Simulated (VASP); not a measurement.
# BaRe (Pm-3m) in VASP: further runs

The runs below take BaRe through single point, with PBEsol.

All numbers are computed with VASP 6.6.1; they aren't measurements. Logs are shortened: lines on timing, memory, paths and dates and some standing lists are left out, and cuts for length are marked.

**1. The cell of the first run**

The structure is cubic, space group Pm-3m (No. 221). The conventional cell has a = 3.770 Å, b = 3.770 Å, c = 3.770 Å, α = 90.00°, β = 90.00°, γ = 90.00°. Within 4.3 Å of Ba (site symmetry m-3m) lie 8 Re at 3.27 Å and 6 Ba at 3.77 Å. Re (site symmetry m-3m) has 8 Ba at 3.27 Å and 6 Re at 3.77 Å within 4.3 Å.

**2. Single point, PBEsol**

Contents of INCAR:

```
  PREC = Accurate
  ENCUT = 500
  EDIFF = 1E-6
  ISMEAR = 0
  SIGMA = 0.05
  LREAL = F
  LASPH = T
  NELM = 120
  ALGO = Normal
  ISIF = 2
  LWAVE = F
  LCHARG = T
  GGA = PS
  LELF = T
  LVHAR = T
  NBANDS = 20
  GGA_COMPAT = F
```

Contents of KPOINTS:

```
regular mesh
0
Gamma
  8 8 8
```

Contents of POSCAR:

```
BaRe
1.0
    3.7703096883      0.0000000000      0.0000000000
    0.0000000000      3.7703096883      0.0000000000
    0.0000000000      0.0000000000      3.7703096883
Ba Re
1 1
Direct
    0.0000000000      0.0000000000      0.0000000000
    0.5000000000      0.5000000000      0.5000000000
```

Potentials or basis: VASP PAW PBE potentials, release 64 (Ba_sv, Re_sv_GW).

Run with:

```
$ cat potpaw_PBE.64/Ba_sv/POTCAR potpaw_PBE.64/Re_sv_GW/POTCAR > POTCAR
$ mpirun -np 1 vasp_std > vasp.out
```

OUTCAR:

```text
PREC = Accurate
   ENCUT = 500
   EDIFF = 1E-6
   ISMEAR = 0
   LREAL = F
   LASPH = T
   NELM = 120
   ISIF = 2
   GGA = PS

 ion  position               nearest neighbor table
   1  0.000  0.000  0.000-   2 3.27   2 3.27   2 3.27   2 3.27   2 3.27   2 3.27   2 3.27   2 3.27

   2  0.500  0.500  0.500-   1 3.27   1 3.27   1 3.27   1 3.27   1 3.27   1 3.27   1 3.27   1 3.27

  LATTYP: Found a simple cubic cell.
 ALAT       =     3.7703096883

  Lattice vectors:

 A1 = (   3.7703096883,   0.0000000000,   0.0000000000)
 A2 = (   0.0000000000,   3.7703096883,   0.0000000000)
 A3 = (   0.0000000000,   0.0000000000,   3.7703096883)

Analysis of symmetry for initial positions (statically):
=====================================================================
 Subroutine PRICEL returns:
 Original cell was already a primitive cell.

 Routine SETGRP: Setting up the symmetry group for a
 simple cubic supercell.

 Subroutine GETGRP returns: Found 48 space group operations
 (whereof 48 operations were pure point group operations)
 out of a pool of 48 trial point group operations.

The static configuration has the point symmetry O_h .

Analysis of symmetry for dynamics (positions and initial velocities):
=====================================================================
 Subroutine PRICEL returns:
 Original cell was already a primitive cell.

 Routine SETGRP: Setting up the symmetry group for a
 simple cubic supercell.

 Subroutine GETGRP returns: Found 48 space group operations
 (whereof 48 operations were pure point group operations)
 out of a pool of 48 trial point group operations.

The dynamic configuration has the point symmetry O_h .

 Subroutine INISYM returns: Found 48 space group operations
 (whereof 48 operations are pure point group operations),
 and found     1 'primitive' translations

----------------------------------------------------------------------------------------

                                     Primitive cell

  volume of cell :      53.5958

  direct lattice vectors                    reciprocal lattice vectors
     3.770309688  0.000000000  0.000000000     0.265230202  0.000000000  0.000000000
     0.000000000  3.770309688  0.000000000     0.000000000  0.265230202  0.000000000
     0.000000000  0.000000000  3.770309688     0.000000000  0.000000000  0.265230202

  length of vectors
     3.770309688  3.770309688  3.770309688     0.265230202  0.265230202  0.265230202

  position of ions in fractional coordinates (direct lattice)
     0.000000000  0.000000000  0.000000000
     0.500000000  0.500000000  0.500000000

  ion indices of the primitive-cell ions
   primitive index   ion index
                 1           1
                 2           2

----------------------------------------------------------------------------------------

 KPOINTS: regular mesh

Automatic generation of k-mesh.
 Grid dimensions read from file:
 generate k-points for:    8    8    8

 Generating k-lattice:

  Cartesian coordinates                     Fractional coordinates (reciprocal lattice)
     0.033153775  0.000000000  0.000000000     0.125000000  0.000000000  0.000000000
     0.000000000  0.033153775  0.000000000     0.000000000  0.125000000  0.000000000
     0.000000000  0.000000000  0.033153775     0.000000000  0.000000000  0.125000000

  Length of vectors
     0.033153775  0.033153775  0.033153775

  Shift w.r.t. Gamma in fractional coordinates (k-lattice)
     0.000000000  0.000000000  0.000000000

 Subroutine IBZKPT returns following result:
 ===========================================

 Found     35 irreducible k-points:

 Following reciprocal coordinates:
            Coordinates               Weight
  0.000000  0.000000  0.000000      1.000000
  0.125000  0.000000  0.000000      6.000000
  0.250000  0.000000  0.000000      6.000000
  0.375000  0.000000  0.000000      6.000000
  0.500000  0.000000  0.000000      3.000000
  0.125000  0.125000  0.000000     12.000000
[... 16 lines left out ...]
  0.375000  0.375000  0.125000     24.000000
  0.500000  0.375000  0.125000     24.000000
 [... further k-points ...]
   k-points           NKPTS =     35   k-points in BZ     NKDIM =     35   number of bands    NBANDS=     20
   number of dos      NEDOS =    301   number of ions     NIONS =      2
   total plane-waves  NPLWV =  21952
   dimension x,y,z NGX =    28 NGY =   28 NGZ =   28
   dimension x,y,z NGXF=    56 NGYF=   56 NGZF=   56
   ions per type =               1   1
   NGX,Y,Z   is equivalent  to a cutoff of  12.35, 12.35, 12.35 a.u.
   NGXF,Y,Z  is equivalent  to a cutoff of  24.69, 24.69, 24.69 a.u.
 SYSTEM =  unknown system
   PREC   = accura    normal or accurate (medium, high low for compatibility)
   ISTART =      0    job   : 0-new  1-cont  2-samecut
   ICHARG =      2    charge: 1-file 2-atom 10-const
   ISPIN  =      1    spin polarized calculation?
   LNONCOLLINEAR =      F non collinear calculations
   LSORBIT =      F    spin-orbit coupling
   LASPH  =      T    aspherical Exc in radial PAW
   ENCUT  =  500.0 eV  36.75 Ry    6.06 a.u.   6.87  6.87  6.87*2*pi/ulx,y,z
   NELM   =    120;   NELMIN=  2; NELMDL= -5     # of ELM steps
   EDIFF  = 0.1E-05   stopping-criterion for ELM
   LREAL  =      F    real-space projection
   EDIFFG = 0.1E-04   stopping-criterion for IOM
   NSW    =      0    number of steps for IOM
   IBRION =     -1    ionic relax: 0-MD 1-quasi-New 2-CG
   NFREE  =      0    steps in history (QN), initial steepest desc. (CG)
   ISIF   =      2    stress and relaxation
   ISYM   =      2    0-nonsym 1-usesym 2-fastsym
   POTIM  = 0.5000    time-step for ionic-motion
   TEBEG  =    0.0;   TEEND  =   0.0 temperature during run
   PSTRESS=    0.0 pullay stress
   NELECT =      25.0000    total number of electrons
   NUPDOWN=      -1.0000    fix difference up-down
   EMIN   =  10.00;   EMAX   =-10.00  energy-range for DOS
   EFERMI =   0.00;   METHOD = LEGACY
   ISMEAR =     0;   SIGMA  =   0.05  broadening in eV -4-tet -1-fermi 0-gaus
   EFERMI_NEDOS =   21; number of points for ismear=-14 and -15
   IALGO  =     38    algorithm
   IMIX   =      4    mixing-type and parameters
     AMIX     =   0.40;   BMIX     =  1.00
     AMIX_MAG =   1.60;   BMIX_MAG =  1.00
  volume/ion in A,a.u.               =      26.80       180.84
  Fermi-wavevector in a.u.,A,eV,Ry     =   1.269632  2.399256 21.932116  1.611965
  Thomas-Fermi vector in A             =   2.402663
   LORBIT       =      0    0 simple, 1 ext, 2 COOP (PROOUT), +10 PAW based schemes
   GGA     = PS    functional components
   LHFCALC =     F    Hartree Fock is set to
   AEXX    =    0.0000 exact exchange contribution
   IVDW    =     0    specifies the selected vdW correction
   LEPSILON=     F    determine dielectric tensor
   LRPA    =     F    only Hartree local field effects (RPA)
 non-spin polarized calculation
 Gauss-broadening in eV      SIGMA  =   0.05
  energy-cutoff  :      500.00
  volume of cell :       53.60
 maximum number of plane-waves:      1406
 NGX is ok and might be reduce to    28
   NGX = 13   NGY = 13   NGZ = 13

 number of electron      25.0000002 magnetization

 Free energy of the ion-electron system (eV)
  ---------------------------------------------------
  ext. energy  EPLUGINS =         0.00000000
  ---------------------------------------------------
  free energy    TOTEN  =       -12.89330424 eV

  energy without entropy =      -12.88427210  energy(sigma->0) =      -12.88878817

 E-fermi :   4.9041     XC(G=0): -10.8797

 val. band max:        4.8865282707   @ k =   0.5000   0.1250   0.1250
 cond. band min:       4.9055420138   @ k =   0.1250   0.1250   0.0000
 fundamental gap:      0.0190137431
 Fermi energy:         4.9041018604

 k-point     1 :       0.0000    0.0000    0.0000
  band No.  band energies     occupation
      1     -74.3989      2.00000
      2     -36.1880      2.00000
      3     -36.1880      2.00000
      4     -36.1880      2.00000
      5     -21.6839      2.00000
      6      -6.5024      2.00000
[... 12 lines left out ...]
     19      12.8938      0.00000
     20      13.3609      0.00000

 k-point     2 :       0.1250    0.0000    0.0000
  band No.  band energies     occupation
      1     -74.3989      2.00000
      2     -36.1907      2.00000
      3     -36.1878      2.00000
      4     -36.1878      2.00000
      5     -21.6645      2.00000
      6      -6.7559      2.00000
[... 12 lines left out ...]
     19      12.1151      0.00000
     20      13.1603      0.00000

 k-point     3 :       0.2500    0.0000    0.0000
  band No.  band energies     occupation
      1     -74.3987      2.00000
      2     -36.1980      2.00000
      3     -36.1869      2.00000
      4     -36.1869      2.00000
      5     -21.6170      2.00000
      6      -7.2949      2.00000
[... 12 lines left out ...]
     19      11.5994      0.00000
     20      12.7014      0.00000

 k-point     4 :       0.3750    0.0000    0.0000
  band No.  band energies     occupation
      1     -74.3986      2.00000
      2     -36.2055      2.00000
      3     -36.1866      2.00000
      4     -36.1866      2.00000
      5     -21.5687      2.00000
      6      -7.7617      2.00000
[... 12 lines left out ...]
     19      12.2691      0.00000
     20      12.8849      0.00000

 k-point     5 :       0.5000    0.0000    0.0000
  band No.  band energies     occupation
      1     -74.3987      2.00000
      2     -36.2097      2.00000
      3     -36.1870      2.00000
      4     -36.1870      2.00000
      5     -21.5484      2.00000
      6      -7.9396      2.00000
[... 12 lines left out ...]
     19      12.0956      0.00000
     20      14.3048      0.00000

 k-point     6 :       0.1250    0.1250    0.0000
  band No.  band energies     occupation
      1     -74.3988      2.00000
      2     -36.1906      2.00000
      3     -36.1904      2.00000
      4     -36.1875      2.00000
      5     -21.6458      2.00000
      6      -6.7904      2.00000
[... 12 lines left out ...]
     19      12.7954      0.00000
     20      13.0467      0.00000

 k-point     7 :       0.2500    0.1250    0.0000
  band No.  band energies     occupation
      1     -74.3987      2.00000
      2     -36.1978      2.00000
      3     -36.1900      2.00000
      4     -36.1867      2.00000
      5     -21.6001      2.00000
      6      -7.2645      2.00000
[... 12 lines left out ...]
     19      12.2347      0.00000
     20      12.7307      0.00000
[... 277 lines left out ...]
 k-point    20 :       0.2500    0.2500    0.1250
  band No.  band energies     occupation
      1     -74.3986      2.00000
      2     -36.1972      2.00000
      3     -36.1966      2.00000
      4     -36.1890      2.00000
      5     -21.5427      2.00000
      6      -7.2135      2.00000
[... 12 lines left out ...]
     19      10.9341      0.00000
     20      14.6935      0.00000

 k-point    21 :       0.3750    0.2500    0.1250
  band No.  band energies     occupation
      1     -74.3984      2.00000
      2     -36.2041      2.00000
      3     -36.1962      2.00000
      4     -36.1884      2.00000
      5     -21.5013      2.00000
      6      -7.5548      2.00000
[... 12 lines left out ...]
     19      11.7417      0.00000
     20      14.3073      0.00000

 k-point    22 :       0.5000    0.2500    0.1250
  band No.  band energies     occupation
      1     -74.3984      2.00000
      2     -36.2067      2.00000
      3     -36.1957      2.00000
      4     -36.1881      2.00000
      5     -21.4839      2.00000
      6      -7.7097      2.00000
[... 12 lines left out ...]
     19      12.2200      0.00000
     20      14.4752      0.00000

 k-point    23 :       0.3750    0.3750    0.1250
  band No.  band energies     occupation
      1     -74.3983      2.00000
      2     -36.2031      2.00000
      3     -36.2030      2.00000
      4     -36.1878      2.00000
      5     -21.4636      2.00000
      6      -7.4652      2.00000
[... 12 lines left out ...]
     19      12.1434      0.00000
     20      14.2859      0.00000

 k-point    24 :       0.5000    0.3750    0.1250
  band No.  band energies     occupation
      1     -74.3983      2.00000
      2     -36.2061      2.00000
      3     -36.2026      2.00000
      4     -36.1876      2.00000
      5     -21.4478      2.00000
      6      -7.5790      2.00000
[... 12 lines left out ...]
     19      12.6362      0.00000
     20      13.9698      0.00000

 [... further k-points ...]
[... 5 lines left out ...]
  --------------------------------------------------------------------------------------
  -------------------------------------------------------------------------------------
  Total       -1.5482644     -1.5482644     -1.5482644      0.0000000      0.0000000      0.0000000
  in kB      -46.2833356    -46.2833356    -46.2833356      0.0000000      0.0000000      0.0000000
  external PRESSURE =     -46.2833356 kB  Pullay stress =       0.0000000 kB

 VOLUME and BASIS-vectors are now :
 -----------------------------------------------------------------------------
  energy-cutoff  :      500.00
  volume of cell :       53.60
      direct lattice vectors                 reciprocal lattice vectors
     3.770309688  0.000000000  0.000000000     0.265230202  0.000000000  0.000000000
     0.000000000  3.770309688  0.000000000     0.000000000  0.265230202  0.000000000
     0.000000000  0.000000000  3.770309688     0.000000000  0.000000000  0.265230202

 POSITION                                       TOTAL-FORCE (eV/Angst)
 -----------------------------------------------------------------------------------
      0.00000      0.00000      0.00000         0.000000      0.000000      0.000000
      1.88515      1.88515      1.88515         0.000000      0.000000      0.000000
 -----------------------------------------------------------------------------------
    total drift:                               -0.000000      0.000000      0.000000

  FREE ENERGIE OF THE ION-ELECTRON SYSTEM (eV)
  ---------------------------------------------------
  free  energy   TOTEN  =       -12.8933042442 eV

  energy  without entropy=      -12.8842721002  energy(sigma->0) =      -12.88878817
```

It took 49 s on 1 thread of Intel Xeon Platinum 8259CL at 2.50GHz (Skylake/Cascade Lake), shared host; peak memory 0.19 GiB.

Results:

```yaml
Free_energy: -12.8933 eV
Pressure: -4.6 GPa
```

Caveat: the PAW data sets were made with another functional, which shifts forces and pressure a little; spin-orbit coupling is left out, which moves the levels of the heavy elements.

**3. Single point, PBEsol (volume scaled by 0.960)**

Contents of INCAR:

```
SYSTEM = BaRe
PREC = Accurate ; ENCUT = 500
EDIFF = 1E-6 ; ISMEAR = 0
SIGMA = 0.05 ; LREAL = .FALSE.
LASPH = .TRUE. ; NELM = 120
ALGO = Normal ; ISIF = 2
LWAVE = .FALSE. ; LCHARG = .TRUE.
GGA = PS ; LELF = .TRUE.
LVHAR = .TRUE. ; NBANDS = 20
GGA_COMPAT = .FALSE.
```

Contents of KPOINTS:

```
Automatic mesh
0
G
  8 8 8
  0 0 0
```

Contents of POSCAR:

```
BaRe
1.0
    3.5664100143      0.0000000000      0.0000000000
    0.0000000000      3.5664100143      0.0000000000
    0.0000000000      0.0000000000      3.5664100143
Ba Re
1 1
Direct
    0.0000000000      0.0000000000      0.0000000000
    0.5000000000      0.5000000000      0.5000000000
```

Potentials or basis: VASP PAW PBE potentials, release 64 (Ba_sv, Re_sv_GW).

Run with:

```
$ cat potpaw_PBE.64/Ba_sv/POTCAR potpaw_PBE.64/Re_sv_GW/POTCAR > POTCAR
$ mpirun -np 1 vasp_std > vasp.out
```

It took 21 s on 1 thread of Intel Xeon 6975P-C (Granite Rapids), shared host; peak memory 0.18 GiB.

Results (log left out):

```
Free energy : -12.8851 eV
Pressure    : 5.3 GPa
```

Levels at points of the mesh, in eV from the Fermi level:
| k point | band 10 | band 11 | band 12 | band 13 | band 14 | band 15 |
| --- | --- | --- | --- | --- | --- | --- |
| (0.00, 0.00, 0.00) | -3.22 | -3.22 | -0.16 | -0.16 | -0.16 | 4.38 |
| (0.50, 0.00, 0.00) | -0.80 | -0.37 | 0.19 | 0.19 | 0.28 | 1.43 |
| (0.50, 0.50, 0.00) | -2.12 | -1.51 | -1.51 | 1.26 | 1.29 | 4.42 |
| (0.50, 0.50, 0.50) | -0.55 | -0.55 | 0.32 | 0.32 | 0.32 | 1.34 |

Caveat: the PAW data sets were made with another functional, which shifts forces and pressure a little; spin-orbit coupling is left out, which moves the levels of the heavy elements.
